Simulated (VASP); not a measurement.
Cd4Te: relaxation of cell and atoms with PBE

Cd4Te:

```
CELL_PARAMETERS angstrom
-3.17210 3.17210 3.17210
3.17210 -3.17210 3.17210
3.17210 3.17210 -3.17210
ATOMIC_POSITIONS crystal
Cd 0.00000 0.00000 0.50000
Cd 0.00000 0.50000 0.00000
Cd 0.50000 0.00000 0.00000
Cd 0.50000 0.50000 0.50000
Te 0.00000 0.00000 0.00000
```

* Program: VASP 6.6.1
* Task: relaxation of cell and atoms
* Functional: PBE
* Potentials or basis: VASP PAW PBE potentials, release 64 (Cd, Te)
* Cutoff: 600 eV
* k mesh: 4 × 4 × 4
* Occupations: gaussian, width 0.1 eV
* Spin: no spin polarisation
* Dipole correction: no
* Further INCAR settings: ALGO = Normal; EDIFF = 1e-07; IBRION = 2; EDIFFG = -0.04; NSW = 90; ISIF = 3

```json
{
 "Relaxed volume": "34.13 Å³/atom",
 "Relaxed cell": "a = 6.052 Å, b = 6.052 Å, c = 6.052 Å, α = 109.47°, β = 109.47°, γ = 109.47°",
 "Space group after relaxing (to 0.05 Å)": "Im-3m (No. 229)",
 "Energy gained by relaxing": "257.5 meV/atom",
 "Ionic steps": "3",
 "Pressure after relaxing": "0.0 GPa",
 "Band gap on the k mesh": "zero (band 27 reaches 2.94 eV, above the bottom of band 28 at 0.66 eV)"
}
```

The path:
| step | energy change (eV) | largest force (eV/Å) | pressure (GPa) | volume (Å³) |
| --- | --- | --- | --- | --- |
| 1 | 0.0000 | 0.0000 | 12.37 | 127.67 |
| 2 | -1.2842 | 0.0000 | 0.36 | 167.69 |
| 3 | -1.2876 | 0.0000 | 0.03 | 170.66 |

Final structure:
```
Cd Te
1.0
    -3.49429    3.49429    3.49429
     3.49429   -3.49429    3.49429
     3.49429    3.49429   -3.49429
Cd Te
4 1
Direct
  0.00000 0.00000 0.50000
  0.00000 0.50000 0.00000
  0.50000 0.00000 0.00000
  0.50000 0.50000 0.50000
  0.00000 0.00000 0.00000
```

Levels at points of the mesh, in eV from the Fermi level:
```csv
k point,band 24,band 25,band 26,band 27,band 28,band 29,band 30,band 31
"(0.00, 0.00, 0.00)",-3.51,-3.51,-0.64,-0.64,-0.64,1.31,1.31,1.31
"(0.50, 0.00, 0.00)",-3.30,-2.61,-1.61,1.07,1.54,1.73,1.96,2.86
"(0.50, 0.50, 0.50)",-4.36,-0.88,-0.88,1.64,1.64,1.64,2.47,2.47
```

It took 3.3 min on 1 thread of Intel Xeon 6975P-C (shared host), peak memory 0.35 GiB.

Caveat: the volume moved by over 15 % at a fixed basis, so the end points are rough; spin-orbit coupling is left out, which moves the levels of the heavy elements.
